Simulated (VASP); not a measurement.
Input of a VASP 6.6.1 run:

File POSCAR:

```
SrO
1.0
    0.0000000000      2.5798923266      2.5798923266
    2.5798923266      0.0000000000      2.5798923266
    2.5798923266      2.5798923266      0.0000000000
Sr O
1 1
Direct
    0.0000000000      0.0000000000      0.0000000000
    0.5000000000      0.5000000000      0.5000000000
```

INCAR.step1

```
  PREC = Accurate
  ENCUT = 520
  EDIFF = 1E-5
  ISMEAR = -1
  SIGMA = 0.05
  LREAL = False
  LASPH = True
  NELM = 100
  ALGO = Normal
  ISIF = 2
  LWAVE = True
  LCHARG = False
  GGA = PE
  NBANDS = 15
```

File INCAR.step2:

```
  PREC = Accurate
  ENCUT = 520
  EDIFF = 1E-6
  ISMEAR = -1
  SIGMA = 0.05
  LREAL = False
  LASPH = True
  NELM = 100
  ALGO = Normal
  ISIF = 2
  LWAVE = False
  LCHARG = False
  GGA = PE
  LHFCALC = True
  HFSCREEN = 0.2079
  PRECFOCK = Normal
  ISTART = 1
  NBANDS = 15
```

KPOINTS

```
Automatic mesh
0
Gamma
  4 4 4
```

Potentials or basis: VASP PAW PBE potentials, release 64 (Sr_sv, O).

Run with:

```sh
$ cat potpaw_PBE.64/Sr_sv/POTCAR potpaw_PBE.64/O/POTCAR > POTCAR
$ cp INCAR.step1 INCAR
$ mpirun -np 1 vasp_std > vasp.out
$ cp INCAR.step2 INCAR
$ mpirun -np 1 vasp_std > vasp.out
```

Question: Estimate the pressure.

Answer: 0.2 GPa.

Question: What does it give for the band gap on the k mesh?

Answer: 4.74 eV (least direct gap 4.85 eV).

Caveat: the k points lie up to 0.53 Å⁻¹ apart; the PAW data sets were made with another functional, which shifts forces and pressure a little. A k mesh can miss the band edges.
